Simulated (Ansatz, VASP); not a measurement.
**Os12F: VASP beside Ansatz**

```
Os F
1.0
     5.48000    0.00000    0.00000
    -4.11000    7.11873    0.00000
     0.00000    0.00000    4.32646
Os F
12 1
Direct
  0.00440 0.00867 0.97039
  0.15471 0.21878 0.48460
  0.00798 0.33978 0.99425
  0.16897 0.56012 0.47950
  0.00809 0.66524 0.95684
  0.21935 0.91738 0.51285
  0.50962 0.00685 0.99985
  0.68403 0.22367 0.48245
  0.49519 0.32808 0.00939
  0.62960 0.50833 0.52488
  0.48653 0.66293 0.96046
  0.64720 0.90628 0.51113
  0.82704 0.76301 0.37316
```

Alike in both runs: functional PBEsol; k mesh 2 × 2 × 3; occupations fermi-dirac, width 0.15 eV; no spin polarisation.

Ansatz relaxed the structure, and its values are those at the end. VASP's run is a single point on that final structure, the one shown.

|  | VASP | Ansatz |
| --- | --- | --- |
| version | VASP 6.6.1 | Ansatz 0.2.0 |
| potentials or method | VASP PAW PBE potentials, release 64 (Os, F), cutoff 520 eV | scalar-relativistic, plane waves, PAW |
| valence electrons in the cell | 103 | 199 |

|  | VASP | Ansatz | Ansatz less VASP |
| --- | --- | --- | --- |
| rms of the force components (eV/Å) | 0.096 | 0.034 | -0.0619 |

VASP's potentials were made for PBE, not for PBEsol. VASP's potentials hold 103 valence electrons a cell and Ansatz's 199, so a difference there can come from the potentials and not from the codes.

The k mesh is coarse, so the values compare programs but aren't converged. Neither program's run includes spin-orbit coupling.
